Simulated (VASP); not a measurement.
# Nb (Fm-3m) in VASP: further runs

Runs on Nb. Level: PBE. Tasks: single point.

Program: VASP 6.6.1. These are calculated values, not measurements. Logs are shortened: lines on timing, memory, paths and dates and some standing lists are left out, and cuts for length are marked.

**1. The cell of the first run**

The structure is cubic, space group Fm-3m (No. 225). The conventional cell has a = 4.132 Å, b = 4.132 Å, c = 4.132 Å, α = 90.00°, β = 90.00°, γ = 90.00°. Nb (site symmetry m-3m) has 12 Nb at 2.92 Å within 3.8 Å.

**2. Single point, PBE**

INCAR reads:

```
PREC = Accurate ; ENCUT = 520
EDIFF = 1E-6 ; ISMEAR = -1
SIGMA = 0.06122561905347299 ; LREAL = False
LASPH = True ; NELM = 100
ALGO = Normal ; ISIF = 2
LWAVE = False ; LCHARG = False
GGA = PE ; NBANDS = 12
```

KPOINTS reads:

```
Automatic mesh
0
Gamma
  15 15 15
```

POSCAR reads:

```
Nb
1.0
    0.0000000000      2.0660395230      2.0660395230
    2.0660395230      0.0000000000      2.0660395230
    2.0660395230      2.0660395230      0.0000000000
Nb
1
Direct
    0.0000000000      0.0000000000      0.0000000000
```

Potentials or basis: VASP PAW PBE potentials, release 64 (Nb_sv).

On the command line:

```sh
$ cat potpaw_PBE.64/Nb_sv/POTCAR > POTCAR
$ mpirun -np 1 vasp_std > vasp.out
```

OUTCAR:

```text
PREC = Accurate
   ENCUT = 520
   EDIFF = 1E-6
   ISMEAR = -1
   LREAL = False
   LASPH = True
   NELM = 100
   ISIF = 2
   GGA = PE

 ion  position               nearest neighbor table
   1  0.000  0.000  0.000-

  LATTYP: Found a face centered cubic cell.
 ALAT       =     4.1320790460

  Lattice vectors:

 A1 = (   0.0000000000,   2.0660395230,   2.0660395230)
 A2 = (   2.0660395230,   0.0000000000,   2.0660395230)
 A3 = (   2.0660395230,   2.0660395230,   0.0000000000)

Analysis of symmetry for initial positions (statically):
=====================================================================
 Subroutine PRICEL returns:
 Original cell was already a primitive cell.

 Routine SETGRP: Setting up the symmetry group for a
 face centered cubic supercell.

 Subroutine GETGRP returns: Found 48 space group operations
 (whereof 48 operations were pure point group operations)
 out of a pool of 48 trial point group operations.

The static configuration has the point symmetry O_h .

Analysis of symmetry for dynamics (positions and initial velocities):
=====================================================================
 Subroutine PRICEL returns:
 Original cell was already a primitive cell.

 Routine SETGRP: Setting up the symmetry group for a
 face centered cubic supercell.

 Subroutine GETGRP returns: Found 48 space group operations
 (whereof 48 operations were pure point group operations)
 out of a pool of 48 trial point group operations.

The dynamic configuration has the point symmetry O_h .

 Subroutine INISYM returns: Found 48 space group operations
 (whereof 48 operations are pure point group operations),
 and found     1 'primitive' translations

----------------------------------------------------------------------------------------

                                     Primitive cell

  volume of cell :      17.6379

  direct lattice vectors                    reciprocal lattice vectors
     0.000000000  2.066039523  2.066039523    -0.242008923  0.242008923  0.242008923
     2.066039523  0.000000000  2.066039523     0.242008923 -0.242008923  0.242008923
     2.066039523  2.066039523  0.000000000     0.242008923  0.242008923 -0.242008923

  length of vectors
     2.921821114  2.921821114  2.921821114     0.419171751  0.419171751  0.419171751

  position of ions in fractional coordinates (direct lattice)
     0.000000000  0.000000000  0.000000000

  ion indices of the primitive-cell ions
[... 75 lines left out ...]
   LREAL  =      F    real-space projection
   EDIFFG = 0.1E-04   stopping-criterion for IOM
   NSW    =      0    number of steps for IOM
   IBRION =     -1    ionic relax: 0-MD 1-quasi-New 2-CG
   NFREE  =      0    steps in history (QN), initial steepest desc. (CG)
   ISIF   =      2    stress and relaxation
   ISYM   =      2    0-nonsym 1-usesym 2-fastsym
   POTIM  = 0.5000    time-step for ionic-motion
   TEBEG  =    0.0;   TEEND  =   0.0 temperature during run
   PSTRESS=    0.0 pullay stress
   NELECT =      13.0000    total number of electrons
   NUPDOWN=      -1.0000    fix difference up-down
   EMIN   =  10.00;   EMAX   =-10.00  energy-range for DOS
   EFERMI =   0.00;   METHOD = LEGACY
   ISMEAR =    -1;   SIGMA  =   0.06  broadening in eV -4-tet -1-fermi 0-gaus
   EFERMI_NEDOS =   21; number of points for ismear=-14 and -15
   IALGO  =     38    algorithm
   IMIX   =      4    mixing-type and parameters
     AMIX     =   0.40;   BMIX     =  1.00
     AMIX_MAG =   1.60;   BMIX_MAG =  1.00
  volume/ion in A,a.u.               =      17.64       119.03
  Fermi-wavevector in a.u.,A,eV,Ry     =   1.478793  2.794513 29.753603  2.186828
  Thomas-Fermi vector in A             =   2.593030
   LORBIT       =      0    0 simple, 1 ext, 2 COOP (PROOUT), +10 PAW based schemes
   GGA     = PE    functional components
   LHFCALC =     F    Hartree Fock is set to
   AEXX    =    0.0000 exact exchange contribution
   IVDW    =     0    specifies the selected vdW correction
   LEPSILON=     F    determine dielectric tensor
   LRPA    =     F    only Hartree local field effects (RPA)
 non-spin polarized calculation
  energy-cutoff  :      520.00
  volume of cell :       17.64
 maximum number of plane-waves:       531
 NGX is ok and might be reduce to    24
   NGX = 11   NGY = 11   NGZ = 11

 number of electron      13.0000000 magnetization

 Free energy of the ion-electron system (eV)
  ---------------------------------------------------
  ext. energy  EPLUGINS =         0.00000000
  ---------------------------------------------------
  free energy    TOTEN  =        -9.86742824 eV

  energy without entropy =       -9.85016145  energy(sigma->0) =       -9.85879484

 E-fermi :  11.8739     XC(G=0): -12.6110

 val. band max:       11.8397094924   @ k =   0.4000   0.0000   0.0000
 cond. band min:      11.8749087906   @ k =   0.3333   0.2000   0.0000
 fundamental gap:      0.0351992982
 Fermi energy:        11.8738963891

 k-point     1 :       0.0000    0.0000    0.0000
  band No.  band energies     occupation
      1     -42.8759      2.00000
      2     -18.1365      2.00000
      3     -18.1365      2.00000
      4     -18.1365      2.00000
      5       5.4829      2.00000
      6      11.9114      0.70269
      7      11.9114      0.70268
      8      11.9114      0.70268
      9      14.7393      0.00000
     10      14.7393      0.00000
     11      23.7330      0.00000
     12      28.7904      0.00000
[... 331 lines left out ...]
 k-point    24 :       0.2000    0.1333    0.0000
  band No.  band energies     occupation
      1     -42.7891      2.00000
      2     -18.5593      2.00000
      3     -18.2671      2.00000
      4     -18.2553      2.00000
      5       6.9181      2.00000
      6      10.6804      2.00000
      7      12.6217      0.00001
      8      12.7611      0.00000
      9      13.4969      0.00000
     10      15.1874      0.00000
     11      26.5140      0.00000
     12      27.1507      0.00000

 [... further k-points ...]
[... 5 lines left out ...]
  --------------------------------------------------------------------------------------
  -------------------------------------------------------------------------------------
  Total        1.1956437      1.1956437      1.1956437      0.0000000      0.0000000      0.0000000
  in kB      108.6091684    108.6091684    108.6091684      0.0000000      0.0000000      0.0000000
  external PRESSURE =     108.6091684 kB  Pullay stress =       0.0000000 kB

 VOLUME and BASIS-vectors are now :
 -----------------------------------------------------------------------------
  energy-cutoff  :      520.00
  volume of cell :       17.64
      direct lattice vectors                 reciprocal lattice vectors
     0.000000000  2.066039523  2.066039523    -0.242008923  0.242008923  0.242008923
     2.066039523  0.000000000  2.066039523     0.242008923 -0.242008923  0.242008923
     2.066039523  2.066039523  0.000000000     0.242008923  0.242008923 -0.242008923

 POSITION                                       TOTAL-FORCE (eV/Angst)
 -----------------------------------------------------------------------------------
      0.00000      0.00000      0.00000        -0.000000      0.000000     -0.000000
 -----------------------------------------------------------------------------------
    total drift:                               -0.000000      0.000000      0.000000

  FREE ENERGIE OF THE ION-ELECTRON SYSTEM (eV)
  ---------------------------------------------------
  free  energy   TOTEN  =        -9.8674282379 eV

  energy  without entropy=       -9.8501614498  energy(sigma->0) =       -9.85879484
```

OSZICAR:

```text
N       E                     dE             d eps       ncg     rms          rms(c)
DAV:   1     0.117163765276E+03    0.11716E+03   -0.72914E+03  2880   0.108E+03
DAV:   2    -0.533733697541E+01   -0.12250E+03   -0.11828E+03  3052   0.392E+02
DAV:   3    -0.993887223398E+01   -0.46015E+01   -0.43805E+01  4224   0.659E+01
DAV:   4    -0.102589935583E+02   -0.32012E+00   -0.31827E+00  3972   0.158E+01
DAV:   5    -0.102701182180E+02   -0.11125E-01   -0.11118E-01  4240   0.238E+00    0.721E+00
DAV:   6    -0.990439213456E+01    0.36573E+00   -0.58461E-01  4532   0.973E+00    0.260E+00
DAV:   7    -0.986175299331E+01    0.42639E-01   -0.19046E-01  4720   0.554E+00    0.995E-01
DAV:   8    -0.986734368802E+01   -0.55907E-02   -0.13462E-02  3424   0.155E+00    0.367E-02
DAV:   9    -0.986741297015E+01   -0.69282E-04   -0.96859E-04  4788   0.296E-01    0.475E-02
DAV:  10    -0.986743405342E+01   -0.21083E-04   -0.21792E-05  3476   0.648E-02    0.187E-02
DAV:  11    -0.986742833616E+01    0.57173E-05   -0.91629E-06  3712   0.536E-02    0.353E-03
DAV:  12    -0.986742823790E+01    0.98259E-07   -0.46839E-07  2192   0.578E-03
   1 F= -.98674282E+01 E0= -.98587948E+01  d E =-.172668E-01
```

stdout:

```text
POSCAR found type information on POSCAR Nb
 POSCAR found :  1 types and       1 ions
 scaLAPACK will be used
 LDA part: xc-table for (Slater+PW92), standard interpolation
 POSCAR, INCAR and KPOINTS ok, starting setup
 FFT: planning ... GRIDC
 FFT: planning ... GRID_SOFT
 FFT: planning ... GRID
 WAVECAR not read
 entering main loop
```

Wall time 11 s (1 thread of Intel Xeon Platinum 8488C (Sapphire Rapids), shared host); peak memory 0.15 GiB.

What came out:

* Free energy: -9.8674 eV
* Pressure: 10.9 GPa

(Part 1 of 2 ends here.)
